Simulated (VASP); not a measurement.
Ir: relaxation of cell and atoms with PBE

The system is Ir.

```xyz
1
Lattice="2.4900 0.0000 0.0000 0.0000 2.4900 0.0000 0.0000 0.0000 2.4900" Properties=species:S:1:pos:R:3 pbc="T T T"
Ir    0.0000    0.0000    0.0000
```

```json
{
 "Program": "VASP 6.6.1",
 "Task": "relaxation of cell and atoms",
 "Functional": "PBE",
 "Potentials or basis": "VASP PAW PBE potentials, release 64 (Ir)",
 "Cutoff": "600 eV",
 "k mesh": "10 × 10 × 10",
 "Occupations": "fermi-dirac, width 0.05 eV",
 "Spin": "no spin polarisation",
 "Target pressure": "20 GPa",
 "Dipole correction": "no",
 "Further INCAR settings": "ALGO = Normal; EDIFF = 1e-06; IBRION = 2; EDIFFG = -0.02; NSW = 80; ISIF = 3"
}
```

```yaml
Relaxed_volume: 15.90 Å³/atom
Relaxed_cell: a = 2.515 Å, b = 2.515 Å, c = 2.515 Å, α = 90.00°, β = 90.00°, γ = 90.00°
Space_group_after_relaxing_to_0.05_Å: Pm-3m (No. 221)
Energy_change_on_relaxing_the_enthalpy_is_what_falls: -72.8 meV/atom
Ionic_steps: 4
Pressure_after_relaxing: 19.9 GPa
```

The path:
```tsv
step	energy change (eV)	largest force (eV/Å)	pressure (GPa)	volume (Å³)
1	0.0000	0.0000	30.79	15.44
2	-0.1069	0.0000	-10.86	17.88
3	-0.0757	0.0000	19.47	15.92
4	-0.0728	0.0000	19.94	15.90
```

Final structure:
```
Ir
1.0
     2.51462    0.00000    0.00000
     0.00000    2.51462    0.00000
     0.00000    0.00000    2.51462
Ir
1
Direct
  0.00000 0.00000 0.00000
```

Levels at points of the mesh, in eV from the Fermi level:
```
           k point  band 2  band 3  band 4  band 5  band 6  band 7
(0.00, 0.00, 0.00)   -6.41   -6.41    1.52    1.52    1.52   16.10
(0.50, 0.00, 0.00)   -5.62   -1.53   -1.53   -1.05    1.83    6.53
(0.50, 0.50, 0.00)   -4.98   -0.95   -0.95    3.80    4.70    4.70
(0.50, 0.50, 0.50)   -5.60   -5.60    4.01    4.01    9.13   11.44
```

Wall time 7.6 s on 1 thread of Intel(R) Xeon(R) 6975P-C (Granite Rapids), with other jobs on the host, peak memory 0.13 GiB.

Caveat: the cell is relaxed towards a set pressure, so the enthalpy falls and the energy may rise; spin-orbit coupling is left out, which moves the levels of the heavy elements.
